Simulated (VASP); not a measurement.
# Te2As3: relaxation of cell and atoms with PBE

The system is Te2As3.

```xyz
5
Lattice="4.0983 0.0000 0.0000 0.0000 4.0983 0.0000 0.0000 0.0000 8.8954" Properties=species:S:1:pos:R:3 pbc="T T T"
Te    0.0000    0.0000    5.5362
Te    2.0491    2.0491    4.6639
As    2.0491    0.0000    8.7203
As    0.0000    2.0491    8.7203
As    0.0000    0.0000    1.4472
```

```json
{
  "Program": "VASP 6.6.1",
  "Task": "relaxation of cell and atoms",
  "Functional": "PBE",
  "Potentials or basis": "VASP PAW PBE potentials, release 64 (Te, As)",
  "Cutoff": "600 eV",
  "k mesh": "10 × 10 × 4",
  "Occupations": "gaussian, width 0.1 eV",
  "Spin": "no spin polarisation",
  "Dipole correction": "no",
  "Further INCAR settings": "ALGO = Normal; EDIFF = 1e-07; IBRION = 2; EDIFFG = -0.01; NSW = 100; ISIF = 3"
}
```

The relaxed volume is 28.56 Å³/atom. The relaxed cell is a = 4.130 Å, b = 4.130 Å, c = 8.372 Å, α = 90.00°, β = 90.00°, γ = 90.00° and the space group after relaxing (to 0.05 Å) is P4mm (No. 99). The energy gained by relaxing is 2.8 meV/atom and the ionic steps are 16. The pressure after relaxing is 0.0 GPa.

Forces in eV/Å, atoms in the order of the input:
```
Te   0.000  0.000  0.001
Te   0.000  0.000  0.002
As   0.000  0.000  0.000
As   0.000  0.000  0.000
As   0.000  0.000 -0.003
```

Step by step:
| step | energy change (eV) | largest force (eV/Å) | pressure (GPa) | volume (Å³) |
| --- | --- | --- | --- | --- |
| 1 | 0.0000 | 0.1692 | 0.18 | 149.41 |
| 2 | -0.0021 | 0.0849 | -0.23 | 150.12 |
| 3 | -0.0021 | 0.0849 | -0.24 | 150.14 |
| 4 | -0.0038 | 0.0438 | -0.15 | 149.54 |
| 5 | -0.0051 | 0.0500 | -0.01 | 148.58 |
| 6 | -0.0063 | 0.0605 | -0.02 | 148.22 |
| 7 | -0.0075 | 0.1193 | -0.05 | 147.10 |
| 8 | -0.0081 | 0.1135 | -0.07 | 146.81 |
| 9 | -0.0096 | 0.0993 | -0.11 | 145.93 |
| 10 | -0.0111 | 0.0807 | -0.18 | 144.15 |
| 11 | -0.0129 | 0.0688 | 0.04 | 143.18 |
| 12 | -0.0131 | 0.0644 | 0.14 | 142.75 |
| 13 | -0.0136 | 0.0426 | -0.03 | 142.96 |
| 14 | -0.0136 | 0.0439 | -0.03 | 142.96 |
| 15 | -0.0138 | 0.0255 | -0.02 | 142.89 |
| 16 | -0.0139 | 0.0030 | 0.01 | 142.79 |

Final structure:
```yaml
crystal:
  lattice:
    - [4.12992, 0.00000, 0.00000]
    - [0.00000, 4.12992, 0.00000]
    - [0.00000, 0.00000, 8.37194]
  atoms:
    - { symbol: Te, position: [0.00000, 0.00000, 0.62703] }
    - { symbol: Te, position: [0.50000, 0.50000, 0.52610] }
    - { symbol: As, position: [0.50000, 0.00000, 0.97428] }
    - { symbol: As, position: [0.00000, 0.50000, 0.97428] }
    - { symbol: As, position: [0.00000, 0.00000, 0.16832] }
```

Levels at points of the mesh, in eV from the Fermi level:
```csv
k point,band 10,band 11,band 12,band 13,band 14,band 15,band 16,band 17
"(0.00, 0.00, 0.00)",-3.10,-2.40,-0.35,0.37,0.40,0.64,0.64,2.37
"(0.50, 0.00, 0.00)",-1.97,-1.45,-1.39,-1.10,-0.77,-0.41,0.00,0.59
"(0.50, 0.50, 0.00)",-3.17,-3.17,-1.60,-1.31,1.65,2.07,2.07,2.89
"(0.00, 0.00, 0.50)",-3.61,-1.36,-0.47,0.34,0.76,0.84,0.84,2.32
"(0.50, 0.00, 0.50)",-2.37,-1.51,-1.36,-0.97,-0.80,-0.44,0.34,1.07
"(0.50, 0.50, 0.50)",-2.92,-2.92,-2.22,-1.46,0.90,0.90,2.93,3.65
```

It took 17 min on 1 thread of Intel(R) Xeon(R) 6975P-C (Granite Rapids), with other jobs on the host, peak memory 0.45 GiB.

Caveat: spin-orbit coupling is left out, which moves the levels of the heavy elements; this functional lacks dispersion, which binds the layers, so the pressure and a relaxed spacing across them are unreliable.
